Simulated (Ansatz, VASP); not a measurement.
## BaTiO3 in VASP and in Ansatz

```
Ba Ti O
1.0
     3.98611    0.00000    0.00000
     0.00000    3.98611    0.00000
     0.00000    0.00000    4.19804
Ba Ti O
1 1 3
Direct
  0.00000 0.00000 0.98956
  0.50000 0.50000 0.47227
  0.50000 0.50000 0.04051
  0.50000 0.00000 0.52033
  0.00000 0.50000 0.52033
```

Alike in both runs: task single point; functional PBE; k mesh 6 × 6 × 6; no spin polarisation.

```csv
,VASP,Ansatz
version,VASP 6.6.1,Ansatz 0.2.0
potentials or method,"VASP PAW PBE potentials, release 64 (Ba_sv, Ti_sv, O)","plane waves, PAW"
plane-wave cutoff (eV),520,420
occupations,"gaussian, width 0.01 eV",fixed
valence electrons in the cell,40,40
```

Ansatz gave:

- gap on the k mesh at the Fermi level (eV): 1.84
- pressure (GPa): 0.0
- traceless stress, the component that is largest in VASP (GPa): 0.04
- rms of the force components (eV/Å): 0.001

Question: What did VASP give for the same quantities?

Answer: gap on the k mesh at the Fermi level (eV): 1.79; pressure (GPa): 1.6; traceless stress, the component that is largest in VASP (GPa): 0.07; rms of the force components (eV/Å): 0.033.

Atom by atom the forces differ by 0.034 eV/Å (rms over components).

Neither program's run includes spin-orbit coupling.
